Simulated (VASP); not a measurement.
A run of VASP 6.6.1:

Contents of INCAR:

```
PREC = Accurate ; ENCUT = 520
EDIFF = 1E-6 ; ISMEAR = 0
SIGMA = 0.1 ; LREAL = False
LASPH = True ; NELM = 80
ALGO = Normal ; ISIF = 2
LWAVE = False ; LCHARG = False
GGA = PE ; NBANDS = 42
```

File KPOINTS:

```
Automatic mesh
0
Gamma
  6 6 2
```

The input POSCAR:

```
Nb4P3
1.0
    3.6062445800      0.0000000000      0.0000000000
    0.0000000000      3.6062445800      0.0000000000
    0.0000000000      0.0000000000     10.2000000000
Nb P
4 3
Direct
    0.0000000000      0.0000000000      0.0000000000
    0.5000000000      0.5000000000      0.7500000000
    0.0000000000      0.0000000000      0.5000000000
    0.5000000000      0.5000000000      0.2500000000
    0.0000000000      0.0000000000      0.7500000000
    0.5000000000      0.5000000000      0.5000000000
    0.0000000000      0.0000000000      0.2500000000
```

Potentials or basis: VASP PAW PBE potentials, release 64 (Nb_sv, P).

Run with:

```console
$ cat potpaw_PBE.64/Nb_sv/POTCAR potpaw_PBE.64/P/POTCAR > POTCAR
$ mpirun -np 1 vasp_std > vasp.out
```

Hardware: 1 thread of Intel(R) Xeon(R) Platinum 8488C (Sapphire Rapids) (shared host).

Task: How long does it take, and how much memory?

Result: Wall time 99 s on 1 thread of Intel(R) Xeon(R) Platinum 8488C (Sapphire Rapids), with other jobs on the host, peak memory 0.27 GiB. Counts: scf iterations 17, k points 20.
